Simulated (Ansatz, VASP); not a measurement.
## AlNi: VASP beside Ansatz

Contents of INCAR:

```
ALGO     = Fast           # electronic algorithm
EDIFF    = 1E-7           # SCF threshold, eV
ENCUT    = 520            # plane-wave cutoff, eV
GGA      = PE             # functional
ISIF     = 2              # what is computed and relaxed
ISMEAR   = 0              # smearing method
LASPH    = True           # aspherical terms in the spheres
LCHARG   = True           # write CHGCAR
LELF     = True           # ELF
LREAL    = False          # projectors in reciprocal space
LVHAR    = True         
LWAVE    = False          # write WAVECAR
NBANDS   = 14             # bands
NELM     = 80             # most SCF steps
PREC     = Accurate       # precision mode
SIGMA    = 0.15           # smearing width, eV
```

KPOINTS

```
k-points
0
Gamma
  18 18 18
```

Contents of POSCAR:

```
AlNi
1.0
    2.9771959566      0.5632532891      0.5632532891
    0.5632532891      2.9771959566      0.5632532891
    0.5632532891      0.5632532891      2.9771959566
Al Ni
1 1
Direct
    0.0000000000      0.0000000000      0.0000000000
    0.5000000000      0.5000000000      0.5000000000
```

Input for Ansatz:

```yaml
crystal:
  lattice:
    - [2.9771959566, 0.5632532891, 0.5632532891]
    - [0.5632532891, 2.9771959566, 0.5632532891]
    - [0.5632532891, 0.5632532891, 2.9771959566]
  atoms:
    - { symbol: Al, position: [0.0, 0.0, 0.0] }
    - { symbol: Ni, position: [0.5, 0.5, 0.5] }
basis:
  ecutwfc: 420
kpoints:
  mp_grid: { grid: [18, 18, 18] }
hamiltonian:
  xc: pbe
scf:
  occupations: { method: gaussian, width: 0.15 }
output:
  forces: true
  stress: true
  eigenvalues: true
```

Alike in both runs: task single point; functional PBE; k mesh 18 × 18 × 18; occupations gaussian, width 0.15 eV; no spin polarisation.

|  | VASP | Ansatz |
| --- | --- | --- |
| version | VASP 6.6.1 | Ansatz 0.2.0 |
| potentials or method | VASP PAW PBE potentials, release 64 (Al, Ni), cutoff 520 eV | scalar-relativistic, plane waves, PAW |
| valence electrons in the cell | 13 | 21 |

Ansatz gave:

| Item | Value |
| --- | --- |
| gap on the k mesh at the Fermi level (eV) | none |
| pressure (GPa) | 26.6 |
| traceless stress, the component that is largest in VASP (GPa) | -6.89 |

Question: Which values does VASP return?

Answer: gap on the k mesh at the Fermi level (eV): none; pressure (GPa): 26.5; traceless stress, the component that is largest in VASP (GPa): -6.87.

A gap of «none» marks a metal or a gap that the smearing closes. The functional is the same, so the differences come from potentials, cutoffs and numerics. VASP's potentials hold 13 valence electrons a cell and Ansatz's 21, so a difference there can come from the potentials and not from the codes.
